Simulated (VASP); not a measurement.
Zr:

```xyz
2
Lattice="3.2320 0.0000 0.0000 -1.6160 2.7990 0.0000 0.0000 0.0000 5.1470" Properties=species:S:1:pos:R:3 pbc="T T T"
Zr    1.6160    0.9330    3.8603
Zr    0.0000    1.8660    1.2868
```

```yaml
Program: VASP 6.6.1
Task: relaxation of cell and atoms
Functional: PBEsol
Potentials_or_basis: VASP PAW PBE potentials, release 64 (Zr_sv)
Cutoff: 600 eV
k_mesh: 9 × 9 × 5
Occupations: fermi-dirac, width 0.05 eV
Spin: no spin polarisation
```

At the start: pressure -3.2 GPa; volume 23.28 Å³/atom.

Problem. Where does the relaxation end?

Solution. Over 9 steps the energy falls by 8.7 meV/atom and the volume is 22.49 Å³/atom (-3.4 %); space group P6_3/mmc (No. 194, to 0.05 Å).

The path:
```
step  energy change (eV)  largest force (eV/Å)  pressure (GPa)  volume (Å³)
   1              0.0000                0.0000           -3.22        46.56
   2             -0.0006                0.0000            3.59        43.48
   3             -0.0167                0.0000            0.04        44.98
   4             -0.0167                0.0000            0.10        44.95
   5             -0.0172                0.0000            0.07        44.95
   6             -0.0173                0.0000            0.06        44.95
   7             -0.0173                0.0000            0.06        44.95
   8             -0.0173                0.0000           -0.06        45.00
   9             -0.0173                0.0000            0.00        44.97
```

Final structure:
```xyz
2
Lattice="3.1826 0.0000 0.0000 -1.5913 2.7562 0.0000 0.0000 0.0000 5.1268" Properties=species:S:1:pos:R:3 pbc="T T T"
Zr    1.5913    0.9187    3.8451
Zr    0.0000    1.8375    1.2817
```

Caveat: the PAW data sets were made with another functional, which shifts forces and pressure a little.
